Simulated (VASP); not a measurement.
Wanted: the native input for a VASP 6.6.1 run.

```yaml
Task: single point
Functional: r2SCAN
Potentials_or_basis: VASP PAW PBE potentials, release 64 (Na_pv, H)
Cutoff: 520 eV
k_mesh: 10 × 10 × 10
Occupations: gaussian, width 0.01 eV
Spin: no spin polarisation
Dipole_correction: no
Further_INCAR_settings: ALGO = Normal; EDIFF = 1e-06; NBANDS = 11
```

Crystal: NaH.

```xyz
2
Lattice="0.0000 2.3376 2.3376 2.3376 0.0000 2.3376 2.3376 2.3376 0.0000" Properties=species:S:1:pos:R:3 pbc="T T T"
Na    0.0000    0.0000    0.0000
H     2.3376    2.3376    2.3376
```

This cell differs from its parent crystal: strain -2.5%.

These files were run (other wordings do the same):

POSCAR

```
NaH
1.0
    0.0000000000      2.3375744757      2.3375744757
    2.3375744757      0.0000000000      2.3375744757
    2.3375744757      2.3375744757      0.0000000000
Na H
1 1
Direct
    0.0000000000      0.0000000000      0.0000000000
    0.5000000000      0.5000000000      0.5000000000
```

INCAR.step1

```
SYSTEM = NaH
  PREC = Accurate
  ENCUT = 520
  ISMEAR = 0
  SIGMA = 0.01
  LREAL = .FALSE.
  LASPH = .TRUE.
  NELM = 100
  NBANDS = 11
  GGA = PE
  ALGO = Normal
  EDIFF = 1E-4
  LWAVE = .TRUE.
  LCHARG = .FALSE.
```

INCAR.step2

```
SYSTEM = NaH
  PREC = Accurate
  ENCUT = 520
  EDIFF = 1E-6
  ISMEAR = 0
  SIGMA = 0.01
  LREAL = .FALSE.
  LASPH = .TRUE.
  NELM = 100
  ALGO = Normal
  ISIF = 2
  LWAVE = .FALSE.
  LCHARG = .TRUE.
  METAGGA = R2SCAN
  LMIXTAU = .TRUE.
  LELF = .TRUE.
  LVHAR = .TRUE.
  NBANDS = 11
  ISTART = 1
```

KPOINTS

```
Automatic mesh
0
G
  10 10 10
  0 0 0
```

Potentials or basis: VASP PAW PBE potentials, release 64 (Na_pv, H).

Run with:

```sh
$ cat potpaw_PBE.64/Na_pv/POTCAR potpaw_PBE.64/H/POTCAR > POTCAR
$ cp INCAR.step1 INCAR
$ mpirun -np 1 vasp_std > vasp.out
$ cp INCAR.step2 INCAR
$ mpirun -np 1 vasp_std > vasp.out
```

It gave:

* Pressure: 1.9 GPa
* Band gap on the k mesh: 4.57 eV (least direct gap 5.43 eV)

Caveat: the cell differs from its parent crystal (strain -2.5%); the PAW data sets were made with another functional, which shifts forces and pressure a little.

Wall time 38 s on 1 thread of Intel(R) Xeon(R) Platinum 8488C (Sapphire Rapids), with other jobs on the host, peak memory 0.15 GiB.
